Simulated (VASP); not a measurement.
Here is a VASP 6.6.1 calculation.

File INCAR:

```
SYSTEM = BAsH3
ALGO     = Normal         ! electronic algorithm
EDIFF    = 1E-7           ! SCF threshold, eV
ENCUT    = 520            ! plane-wave cutoff, eV
GGA      = PE             ! functional
ISIF     = 2              ! what is computed and relaxed
ISMEAR   = 0              ! smearing method
LASPH    = .TRUE.         ! aspherical terms in the spheres
LCHARG   = .FALSE.        ! write CHGCAR
LREAL    = Auto         
LWAVE    = .FALSE.        ! write WAVECAR
NBANDS   = 54             ! bands
NELM     = 80             ! most SCF steps
PREC     = Accurate       ! precision mode
SIGMA    = 0.05           ! smearing width, eV
```

Contents of KPOINTS:

```
k-points
0
G
  1 1 4
  0 0 0
```

Contents of POSCAR:

```
BAsH3
1.0
   15.5000000000      0.0000000000      0.0000000000
    0.0000000000     15.2000000000      0.0000000000
    0.0000000000      0.0000000000      8.4100131855
B As H
6 6 18
Direct
    0.5514704004      0.5015923787     -0.0017895364
    0.4261889279      0.4975839313      0.3315414541
    0.3555058594      0.3902592470      0.0010320706
    0.6187297502      0.3802282018      0.3343790056
    0.4956397323      0.6176736380      0.6677052830
    0.4922330589      0.3889567165      0.6648735720
    0.4941314903      0.3908966868      0.4194838635
    0.6164237426      0.3952839505      0.0909820959
    0.4840144955      0.6080905609      0.4243068631
    0.3694727630      0.3847573801      0.7576387377
    0.4268937353      0.4949387400      0.0861508462
    0.5488685678      0.5022991852      0.7528203288
    0.5873997031      0.5666839525      0.0466160493
    0.4426728376      0.3110460469      0.3660596969
    0.3529446138      0.4967847701      0.3799519885
    0.5856367138      0.3120227507      0.0097984544
    0.7078611955      0.3969410333      0.0266629278
    0.4369092937      0.6880211883      0.3599573159
    0.5701234862      0.6225195690      0.3431322729
    0.3141583149      0.4535760684      0.6764411033
    0.3251517578      0.3031831025      0.6933144806
    0.2803429000      0.3990041369      0.0340068922
    0.3891258458      0.3239111839      0.0508718395
    0.6582399762      0.4431141881      0.3842029493
    0.6489050856      0.3094932894      0.3673821714
    0.4224748792      0.6211375906      0.7175162185
    0.5406287956      0.6796894997      0.7006965491
    0.3848126093      0.5803125395      0.0327315930
    0.5295389034      0.3246779991      0.7132857195
    0.6424099358      0.4967839983      0.6993871640
```

Potentials or basis: VASP PAW PBE potentials, release 64 (B, As, H).

Launch:

```console
$ cat potpaw_PBE.64/B/POTCAR potpaw_PBE.64/As/POTCAR potpaw_PBE.64/H/POTCAR > POTCAR
$ mpirun -np 1 vasp_std > vasp.out
```

**Question.** Estimate the largest force.

**Answer.** 0.085 eV/Å.

**Question.** What does it give for the band gap on the k mesh?

**Answer.** 4.52 eV (least direct gap 4.72 eV).

Forces in eV/Å, atoms in the order of the input:
```
B    0.011  0.029 -0.004
B   -0.031 -0.005 -0.005
B   -0.012 -0.016  0.017
B    0.021 -0.005  0.018
B   -0.007  0.021  0.018
B    0.021 -0.024 -0.005
As   0.027  0.042  0.017
As  -0.028  0.037  0.056
As  -0.016 -0.040  0.059
As   0.049  0.008  0.053
As   0.014 -0.046  0.013
As  -0.050 -0.002  0.023
H    0.005  0.007  0.000
H   -0.043 -0.066 -0.024
H   -0.008  0.001  0.000
H   -0.024 -0.069 -0.041
H    0.079  0.002 -0.030
H   -0.041  0.068 -0.030
H    0.072  0.014 -0.041
H   -0.048  0.056 -0.041
H   -0.038 -0.069 -0.030
H   -0.009  0.002  0.003
H    0.003 -0.006  0.006
H    0.004  0.006  0.006
H    0.003 -0.008  0.003
H   -0.007  0.001  0.006
H    0.006  0.006  0.003
H   -0.036  0.070 -0.024
H    0.003 -0.008  0.000
H    0.079 -0.004 -0.024
```
